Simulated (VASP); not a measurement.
Write the native input for VASP 6.6.1 that does the following.

```
Task                   : single point
Functional             : PBE
Potentials or basis    : VASP PAW PBE potentials, release 64 (Zn)
Cutoff                 : 520 eV
k mesh                 : 24 × 24 × 10
Occupations            : gaussian, width 0.15 eV
Spin                   : no spin polarisation
Dipole correction      : no
Further INCAR settings : ALGO = Fast; EDIFF = 1e-06; NBANDS = 19
```

The structure of Zn lies in POSCAR:

```
Zn
1.0
    2.4516142089      0.0000000000      0.0000000000
   -1.2258071045      2.1231601852      0.0000000000
    0.0000000000      0.0000000000      4.5509640000
Zn
2
Direct
    0.3333333333      0.6666666667      0.2500000000
    0.6666666667      0.3333333333      0.7500000000
```

This cell differs from its parent crystal: strain -0.080 along x and y, -0.080 along z.

The input as run:

INCAR

```
PREC = Accurate ; ENCUT = 520
EDIFF = 1E-6 ; ISMEAR = 0
SIGMA = 0.15 ; LREAL = F
LASPH = T ; NELM = 80
ALGO = Fast ; ISIF = 2
LWAVE = F ; LCHARG = F
GGA = PE ; NBANDS = 19
```

KPOINTS

```
Automatic mesh
0
Gamma
  24 24 10
```

Potentials or basis: VASP PAW PBE potentials, release 64 (Zn).

Run with:

```bash
$ cat potpaw_PBE.64/Zn/POTCAR > POTCAR
$ mpirun -np 1 vasp_std > vasp.out
```

Results of the run:

```json
{"Pressure": "35.3 GPa", "Band gap on the k mesh": "zero (band 12 reaches 6.73 eV, above the bottom of band 13 at 2.38 eV)"}
```

Caveat: the cell differs from its parent crystal (strain -0.080 along x and y, -0.080 along z).

Wall time 60 s on 1 thread of Intel(R) Xeon(R) 6975P-C (Granite Rapids) (shared host), peak memory 0.23 GiB.
